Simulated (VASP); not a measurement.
Write the native input for VASP 6.6.1 that does the following.

```
Task                   : single point
Functional             : PBE
Potentials or basis    : VASP PAW PBE potentials, release 64 (C)
Cutoff                 : 520 eV
k mesh                 : 14 × 14 × 10
Occupations            : gaussian, width 0.1 eV
Spin                   : no spin polarisation
Dipole correction      : no
Further INCAR settings : ALGO = Normal; EDIFF = 1e-06; NBANDS = 16
```

The structure of C lies in POSCAR:

```
C
1.0
    3.4446126600      0.0000000000      0.0000000000
    0.0000000000      3.4446126600      0.0000000000
    0.0000000000      0.0000000000      4.4195695725
C
4
Direct
    0.0000000000      0.3009080909      0.0000000000
    0.6990919091      0.0000000000      0.0000000000
    0.3009080909      0.0000000000      0.0000000000
    0.0000000000      0.6990919091      0.0000000000
```

One way to write it, as run:

INCAR

```
PREC = Accurate
ENCUT = 520
EDIFF = 1E-6
ISMEAR = 0
SIGMA = 0.1
LREAL = False
LASPH = True
NELM = 80
ALGO = Normal
ISIF = 2
LWAVE = False
LCHARG = False
GGA = PE
NBANDS = 16
```

KPOINTS

```
Automatic mesh
0
Gamma
  14 14 10
```

Potentials or basis: VASP PAW PBE potentials, release 64 (C).

Command:

```console
$ cat potpaw_PBE.64/C/POTCAR > POTCAR
$ mpirun -np 1 vasp_std > vasp.out
```

Results of the run:

| Quantity | Value |
| --- | --- |
| Pressure | 0.2 GPa |
| Largest force | 0.036 eV/Å |
| Band gap on the k mesh | zero (bands 8 and 9 overlap by 4.31 eV) |

Caveat: this functional lacks dispersion, which binds layers or chains, so the pressure and a relaxed spacing across them are unreliable.

Wall time 3.9 min on 1 thread of Intel Xeon 8259CL (shared host), peak memory 0.26 GiB.
